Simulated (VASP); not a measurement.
# Os4C (Pm-3m) in VASP: single point with PBE

Aim: the single point of Os4C with PBE.

All numbers are computed with VASP 6.6.1; they aren't measurements. Logs are shortened: lines on timing, memory, paths and dates and some standing lists are left out, and cuts for length are marked.

**1. The cell of the first run**

It takes space group Pm-3m (No. 221, cubic). The conventional cell has a = 4.028 Å, b = 4.028 Å, c = 4.028 Å, α = 90.00°, β = 90.00°, γ = 90.00°. Os (site symmetry 4/mmm) has 2 C at 2.01 Å within 2.7 Å. Os (site symmetry m-3m) has 12 Os at 2.85 Å and 8 C at 3.49 Å within 3.8 Å. Within 2.7 Å of C (site symmetry m-3m) lie 6 Os at 2.01 Å.

The cell was built from a structure type or drawn by symmetry, and may not be a known phase.

**2. Single point, PBE**

Input file INCAR:

```
PREC     = Accurate       # precision mode
ENCUT    = 600            # plane-wave cutoff, eV
EDIFF    = 1E-6           # SCF threshold, eV
ISMEAR   = 0              # smearing method
SIGMA    = 0.1            # smearing width, eV
LREAL    = False          # projectors in reciprocal space
LASPH    = True           # aspherical terms in the spheres
NELM     = 120            # most SCF steps
ALGO     = Normal         # electronic algorithm
ISIF     = 2              # what is computed and relaxed
LWAVE    = False          # write WAVECAR
LCHARG   = False          # write CHGCAR
GGA      = PE             # functional
NBANDS   = 42             # bands
GGA_COMPAT= False
```

Input file KPOINTS:

```
Automatic mesh
0
Gamma
  10 10 10
```

Input file POSCAR:

```
Os4C
1.0
    4.0277776340      0.0000000000      0.0000000000
    0.0000000000      4.0277776340      0.0000000000
    0.0000000000      0.0000000000      4.0277776340
Os C
4 1
Direct
    0.5000000000      0.0000000000      0.0000000000
    0.0000000000      0.5000000000      0.0000000000
    0.0000000000      0.0000000000      0.5000000000
    0.5000000000      0.5000000000      0.5000000000
    0.0000000000      0.0000000000      0.0000000000
```

Potentials or basis: VASP PAW PBE potentials, release 64 (Os_sv_GW, C).

Run with:

```console
$ cat potpaw_PBE.64/Os_sv_GW/POTCAR potpaw_PBE.64/C/POTCAR > POTCAR
$ mpirun -np 1 vasp_std > vasp.out
```

OUTCAR:

```text
PREC = Accurate
   ENCUT = 600
   EDIFF = 1E-6
   ISMEAR = 0
   LREAL = False
   LASPH = True
   NELM = 120
   ISIF = 2
   GGA = PE

 ion  position               nearest neighbor table
   1  0.500  0.000  0.000-   5 2.01   5 2.01   4 2.85   2 2.85   3 2.85   4 2.85   2 2.85   4 2.85
                             4 2.85   2 2.85   3 2.85   3 2.85   3 2.85   2 2.85
   2  0.000  0.500  0.000-   5 2.01   5 2.01   4 2.85   1 2.85   3 2.85   4 2.85   1 2.85   3 2.85
                             3 2.85   3 2.85   1 2.85   4 2.85   4 2.85   1 2.85
   3  0.000  0.000  0.500-   5 2.01   5 2.01   4 2.85   1 2.85   1 2.85   2 2.85   2 2.85   2 2.85
                             4 2.85   2 2.85   1 2.85   4 2.85   1 2.85   4 2.85
   4  0.500  0.500  0.500-   1 2.85   2 2.85   3 2.85   1 2.85   2 2.85   1 2.85   3 2.85   1 2.85
                             2 2.85   3 2.85   2 2.85   3 2.85
   5  0.000  0.000  0.000-   1 2.01   2 2.01   3 2.01   3 2.01   2 2.01   1 2.01

  LATTYP: Found a simple cubic cell.
 ALAT       =     4.0277776340

  Lattice vectors:

 A1 = (   4.0277776340,   0.0000000000,   0.0000000000)
 A2 = (   0.0000000000,   4.0277776340,   0.0000000000)
 A3 = (   0.0000000000,   0.0000000000,   4.0277776340)

Analysis of symmetry for initial positions (statically):
=====================================================================
 Subroutine PRICEL returns:
 Original cell was already a primitive cell.

 Routine SETGRP: Setting up the symmetry group for a
 simple cubic supercell.

 Subroutine GETGRP returns: Found 48 space group operations
 (whereof 48 operations were pure point group operations)
 out of a pool of 48 trial point group operations.

The static configuration has the point symmetry O_h .

Analysis of symmetry for dynamics (positions and initial velocities):
=====================================================================
 Subroutine PRICEL returns:
 Original cell was already a primitive cell.

 Routine SETGRP: Setting up the symmetry group for a
 simple cubic supercell.

 Subroutine GETGRP returns: Found 48 space group operations
 (whereof 48 operations were pure point group operations)
 out of a pool of 48 trial point group operations.

The dynamic configuration has the point symmetry O_h .

 Subroutine INISYM returns: Found 48 space group operations
 (whereof 48 operations are pure point group operations),
 and found     1 'primitive' translations

----------------------------------------------------------------------------------------

                                     Primitive cell

  volume of cell :      65.3426

  direct lattice vectors                    reciprocal lattice vectors
     4.027777634  0.000000000  0.000000000     0.248275871  0.000000000  0.000000000
     0.000000000  4.027777634  0.000000000     0.000000000  0.248275871  0.000000000
     0.000000000  0.000000000  4.027777634     0.000000000  0.000000000  0.248275871

  length of vectors
     4.027777634  4.027777634  4.027777634     0.248275871  0.248275871  0.248275871

  position of ions in fractional coordinates (direct lattice)
     0.500000000  0.000000000  0.000000000
     0.000000000  0.500000000  0.000000000
     0.000000000  0.000000000  0.500000000
     0.500000000  0.500000000  0.500000000
     0.000000000  0.000000000  0.000000000

  ion indices of the primitive-cell ions
   primitive index   ion index
                 1           1
                 2           2
                 3           3
                 4           4
                 5           5

----------------------------------------------------------------------------------------

 KPOINTS: Automatic mesh

Automatic generation of k-mesh.
 Grid dimensions read from file:
 generate k-points for:   10   10   10

 Generating k-lattice:

  Cartesian coordinates                     Fractional coordinates (reciprocal lattice)
     0.024827587  0.000000000  0.000000000     0.100000000  0.000000000  0.000000000
     0.000000000  0.024827587  0.000000000     0.000000000  0.100000000  0.000000000
     0.000000000  0.000000000  0.024827587     0.000000000  0.000000000  0.100000000

  Length of vectors
     0.024827587  0.024827587  0.024827587

  Shift w.r.t. Gamma in fractional coordinates (k-lattice)
     0.000000000  0.000000000  0.000000000

 Subroutine IBZKPT returns following result:
 ===========================================

 Found     56 irreducible k-points:

 Following reciprocal coordinates:
            Coordinates               Weight
  0.000000  0.000000  0.000000      1.000000
  0.100000  0.000000  0.000000      6.000000
  0.200000  0.000000  0.000000      6.000000
  0.300000  0.000000  0.000000      6.000000
  0.400000  0.000000  0.000000      6.000000
  0.500000  0.000000  0.000000      3.000000
[... 16 lines left out ...]
  0.200000  0.100000  0.100000     24.000000
  0.300000  0.100000  0.100000     24.000000
 [... further k-points ...]
   k-points           NKPTS =     56   k-points in BZ     NKDIM =     56   number of bands    NBANDS=     42
   number of dos      NEDOS =    301   number of ions     NIONS =      5
   total plane-waves  NPLWV =  32768
   dimension x,y,z NGX =    32 NGY =   32 NGZ =   32
   dimension x,y,z NGXF=    64 NGYF=   64 NGZF=   64
   ions per type =               4   1
   NGX,Y,Z   is equivalent  to a cutoff of  13.21, 13.21, 13.21 a.u.
   NGXF,Y,Z  is equivalent  to a cutoff of  26.42, 26.42, 26.42 a.u.
 SYSTEM =  unknown system
   PREC   = accura    normal or accurate (medium, high low for compatibility)
   ISTART =      0    job   : 0-new  1-cont  2-samecut
   ICHARG =      2    charge: 1-file 2-atom 10-const
   ISPIN  =      1    spin polarized calculation?
   LNONCOLLINEAR =      F non collinear calculations
   LSORBIT =      F    spin-orbit coupling
   LASPH  =      T    aspherical Exc in radial PAW
   ENCUT  =  600.0 eV  44.10 Ry    6.64 a.u.   8.04  8.04  8.04*2*pi/ulx,y,z
   NELM   =    120;   NELMIN=  2; NELMDL= -5     # of ELM steps
   EDIFF  = 0.1E-05   stopping-criterion for ELM
   LREAL  =      F    real-space projection
   EDIFFG = 0.1E-04   stopping-criterion for IOM
   NSW    =      0    number of steps for IOM
   IBRION =     -1    ionic relax: 0-MD 1-quasi-New 2-CG
   NFREE  =      0    steps in history (QN), initial steepest desc. (CG)
   ISIF   =      2    stress and relaxation
   ISYM   =      2    0-nonsym 1-usesym 2-fastsym
   POTIM  = 0.5000    time-step for ionic-motion
   TEBEG  =    0.0;   TEEND  =   0.0 temperature during run
   PSTRESS=    0.0 pullay stress
   NELECT =      68.0000    total number of electrons
   NUPDOWN=      -1.0000    fix difference up-down
   EMIN   =  10.00;   EMAX   =-10.00  energy-range for DOS
   EFERMI =   0.00;   METHOD = LEGACY
   ISMEAR =     0;   SIGMA  =   0.10  broadening in eV -4-tet -1-fermi 0-gaus
   EFERMI_NEDOS =   21; number of points for ismear=-14 and -15
   IALGO  =     38    algorithm
   IMIX   =      4    mixing-type and parameters
     AMIX     =   0.40;   BMIX     =  1.00
     AMIX_MAG =   1.60;   BMIX_MAG =  1.00
  volume/ion in A,a.u.               =      13.07        88.19
  Fermi-wavevector in a.u.,A,eV,Ry     =   1.658997  3.135050 37.446929  2.752272
  Thomas-Fermi vector in A             =   2.746482
   LORBIT       =      0    0 simple, 1 ext, 2 COOP (PROOUT), +10 PAW based schemes
   GGA     = PE    functional components
   LHFCALC =     F    Hartree Fock is set to
   AEXX    =    0.0000 exact exchange contribution
   IVDW    =     0    specifies the selected vdW correction
   LEPSILON=     F    determine dielectric tensor
   LRPA    =     F    only Hartree local field effects (RPA)
 non-spin polarized calculation
 Gauss-broadening in eV      SIGMA  =   0.10
  energy-cutoff  :      600.00
  volume of cell :       65.34
 maximum number of plane-waves:      2224
   NGX = 17   NGY = 17   NGZ = 17

 number of electron      68.0000003 magnetization

 Free energy of the ion-electron system (eV)
  ---------------------------------------------------
  ext. energy  EPLUGINS =         0.00000000
  ---------------------------------------------------
  free energy    TOTEN  =       -55.30194007 eV

  energy without entropy =      -55.28244170  energy(sigma->0) =      -55.29219089

 E-fermi :  12.6390     XC(G=0): -14.0893

 val. band max:       12.6249604683   @ k =   0.2000   0.2000   0.1000
 cond. band min:      12.6445440171   @ k =   0.5000   0.3000   0.1000
 fundamental gap:      0.0195835488
 Fermi energy:        12.6390040191

 k-point     1 :       0.0000    0.0000    0.0000
  band No.  band energies     occupation
      1     -74.3470      2.00000
      2     -74.2936      2.00000
      3     -74.2936      2.00000
      4     -73.5011      2.00000
      5     -34.1698      2.00000
      6     -34.1698      2.00000
[... 34 lines left out ...]
     41      16.7144      0.00000
     42      16.7144      0.00000

 k-point     2 :       0.1000    0.0000    0.0000
  band No.  band energies     occupation
      1     -74.3459      2.00000
      2     -74.2951      2.00000
      3     -74.2940      2.00000
      4     -73.5015      2.00000
      5     -34.1657      2.00000
      6     -34.1657      2.00000
[... 34 lines left out ...]
     41      16.5132      0.00000
     42      17.3302      0.00000

 k-point     3 :       0.2000    0.0000    0.0000
  band No.  band energies     occupation
      1     -74.3426      2.00000
      2     -74.2987      2.00000
      3     -74.2940      2.00000
      4     -73.5018      2.00000
      5     -34.1541      2.00000
      6     -34.1541      2.00000
[... 34 lines left out ...]
     41      16.6695      0.00000
     42      18.4355      0.00000

 k-point     4 :       0.3000    0.0000    0.0000
  band No.  band energies     occupation
      1     -74.3377      2.00000
      2     -74.3035      2.00000
      3     -74.2940      2.00000
      4     -73.5020      2.00000
      5     -34.1388      2.00000
      6     -34.1388      2.00000
[... 844 lines left out ...]
     41      17.3918      0.00000
     42      17.3928      0.00000

 k-point    23 :       0.2000    0.1000    0.1000
  band No.  band energies     occupation
      1     -74.3405      2.00000
      2     -74.2989      2.00000
      3     -74.2958      2.00000
      4     -73.5019      2.00000
      5     -34.2046      2.00000
      6     -34.1247      2.00000
[... 34 lines left out ...]
     41      17.1026      0.00000
     42      18.2104      0.00000

 k-point    24 :       0.3000    0.1000    0.1000
  band No.  band energies     occupation
      1     -74.3358      2.00000
      2     -74.3036      2.00000
      3     -74.2957      2.00000
      4     -73.5020      2.00000
      5     -34.2084      2.00000
      6     -34.1102      2.00000
[... 34 lines left out ...]
     41      17.4493      0.00000
     42      19.0906      0.00000

 [... further k-points ...]
[... 5 lines left out ...]
  --------------------------------------------------------------------------------------
  -------------------------------------------------------------------------------------
  Total       -0.1913793     -0.1913793     -0.1913793      0.0000000      0.0000000     -0.0000000
  in kB       -4.6925516     -4.6925516     -4.6925516      0.0000000      0.0000000     -0.0000000
  external PRESSURE =      -4.6925516 kB  Pullay stress =       0.0000000 kB

 VOLUME and BASIS-vectors are now :
 -----------------------------------------------------------------------------
  energy-cutoff  :      600.00
  volume of cell :       65.34
      direct lattice vectors                 reciprocal lattice vectors
     4.027777634  0.000000000  0.000000000     0.248275871  0.000000000  0.000000000
     0.000000000  4.027777634  0.000000000     0.000000000  0.248275871  0.000000000
     0.000000000  0.000000000  4.027777634     0.000000000  0.000000000  0.248275871

 POSITION                                       TOTAL-FORCE (eV/Angst)
 -----------------------------------------------------------------------------------
      2.01389      0.00000      0.00000         0.000000      0.000000      0.000000
      0.00000      2.01389      0.00000         0.000000      0.000000      0.000000
      0.00000      0.00000      2.01389         0.000000      0.000000      0.000000
      2.01389      2.01389      2.01389         0.000000      0.000000      0.000000
      0.00000      0.00000      0.00000         0.000000      0.000000      0.000000
 -----------------------------------------------------------------------------------
    total drift:                                0.000000      0.000000     -0.000000

  FREE ENERGIE OF THE ION-ELECTRON SYSTEM (eV)
  ---------------------------------------------------
  free  energy   TOTEN  =       -55.3019400720 eV

  energy  without entropy=      -55.2824416987  energy(sigma->0) =      -55.29219089
```

Wall time 60 s (1 thread of Intel Xeon 6975P-C (Granite Rapids), shared host); peak memory 0.28 GiB.

Results:

```yaml
Free_energy: -55.3019 eV
Pressure: -0.5 GPa
Band_gap_on_the_k_mesh: zero (bands 34 and 35 overlap by 2.07 eV)
```

Caveat: spin-orbit coupling is left out, which moves the levels of the heavy elements.
